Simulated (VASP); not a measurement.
# SiC: single point with PBEsol

SiC:

```
Si C
1.0
     3.29350    0.00000    0.00000
    -1.64675    2.85225    0.00000
     0.00000    0.00000    9.80710
Si C
4 4
Direct
  0.66667 0.33333 0.93783
  0.33333 0.66667 0.43783
  0.00000 0.00000 0.68790
  0.00000 0.00000 0.18790
  0.66667 0.33333 0.74982
  0.33333 0.66667 0.24982
  0.00000 0.00000 0.50045
  0.00000 0.00000 0.00045
```

```json
{
  "Program": "VASP 6.6.1",
  "Task": "single point",
  "Functional": "PBEsol",
  "Potentials or basis": "VASP PAW PBE potentials, release 64 (Si, C)",
  "Cutoff": "520 eV",
  "k mesh": "12 × 12 × 4",
  "Occupations": "gaussian, width 0.05 eV",
  "Spin": "no spin polarisation",
  "Dipole correction": "no",
  "Further INCAR settings": "ALGO = Normal; EDIFF = 1e-07; NBANDS = 26"
}
```

```json
{
  "Pressure": "-16.9 GPa",
  "Largest force": "0.889 eV/Å",
  "Band gap on the k mesh": "1.57 eV, indirect (least direct gap 2.56 eV)"
}
```

Forces on the atoms (eV/Å):
```
Si   0.000  0.000  0.791
Si   0.000  0.000  0.791
Si   0.000  0.000  0.867
Si   0.000  0.000  0.867
C    0.000  0.000 -0.889
C    0.000  0.000 -0.889
C    0.000  0.000 -0.768
C    0.000  0.000 -0.768
```

Stress tensor (GPa, compression positive):
```
-31.10   0.00   0.00
  0.00 -31.10   0.00
  0.00   0.00  11.39
```

Levels at points of the mesh, in eV from the valence-band top:
```
           k point  band 14  band 15  band 16  band 17  band 18  band 19
(0.00, 0.00, 0.00)    -0.19    -0.19     0.00     2.75     3.52     4.33
(0.50, 0.00, 0.00)    -1.81    -1.37    -0.99     1.57     2.09     3.40
(0.00, 0.00, 0.50)    -0.48    -0.48    -0.48     3.02     3.02     4.68
(0.50, 0.00, 0.50)    -2.37    -1.56    -1.56     1.97     1.97     3.95
```

Run time: 120 s on 1 thread of Intel(R) Xeon(R) Platinum 8488C (Sapphire Rapids), with other jobs on the host, peak memory 0.25 GiB.

Caveat: the PAW data sets were made with another functional, which shifts forces and pressure a little. A hybrid or GW would open this gap; PBEsol tends to underestimate it.
